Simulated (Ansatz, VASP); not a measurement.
One calculation of GeW, two programs

INCAR

```
PREC = Accurate
ENCUT = 520
EDIFF = 1E-6
ISMEAR = -1
SIGMA = 0.05
LREAL = F
LASPH = T
NELM = 150
ALGO = Normal
ISIF = 2
LWAVE = F
LCHARG = F
MAGMOM = 0 0 0 0 0 0
LORBIT = 11
LSORBIT = T
GGA_COMPAT = F
LORBMOM = T
LMAXMIX = 4
GGA = PE
NBANDS = 40
```

File KPOINTS:

```
regular mesh
0
Gamma
  9 9 9
```

Contents of POSCAR:

```
GeW
1.0
    0.0000000000      2.5776100000      2.5776100000
    2.5776100000      0.0000000000      2.5776100000
    2.5776100000      2.5776100000      0.0000000000
Ge W
1 1
Direct
    0.5000000000      0.5000000000      0.5000000000
    0.0000000000      0.0000000000      0.0000000000
```

input.yaml

```yaml
crystal:
  lattice:
    - [0.0, 2.57761, 2.57761]
    - [2.57761, 0.0, 2.57761]
    - [2.57761, 2.57761, 0.0]
  atoms:
    - { symbol: Ge, position: [0.5, 0.5, 0.5] }
    - { symbol: W, position: [0.0, 0.0, 0.0] }
hamiltonian:
  xc: pbe
  pseudopotentials: { kind: paw_fr }
magnetization:
  noncollinear: true
  spin_orbit: true
kpoints:
  mp_grid: { grid: [9, 9, 9] }
  band_path:
    path:
      - [[0.0, 0.0, 0.0], [0.5, 0.0, 0.5], [0.5, 0.25, 0.75], [0.375, 0.375, 0.75], [0.0, 0.0, 0.0], [0.5, 0.5, 0.5], [0.625, 0.25, 0.625], [0.5, 0.25, 0.75], [0.5, 0.5, 0.5], [0.375, 0.375, 0.75]]
      - [[0.625, 0.25, 0.625], [0.5, 0.0, 0.5]]
    npoints: 14
scf:
  occupations: { method: fermi_dirac, width: 0.05 }
  n_extra_bands: 6
output:
  forces: true
  stress: true
  eigenvalues: true
  fatbands: false
```

Alike in both runs: functional PBE; k mesh 9 × 9 × 9; occupations fermi-dirac, width 0.05 eV; non-collinear spin, spin-orbit coupling.

```csv
,VASP,Ansatz
version,VASP 6.6.1,Ansatz 0.2.0
potentials or method,"VASP PAW PBE potentials, release 64 (Ge_d, W_sv)",Ansatz PAW
plane-wave cutoff (eV),520,420
valence electrons in the cell,28,28
task,single point,band structure
```

```csv
,VASP,Ansatz,Ansatz less VASP
pressure (GPa),1.0,0.5,-0.54
```

The functional is the same, so the differences come from potentials, cutoffs and numerics.
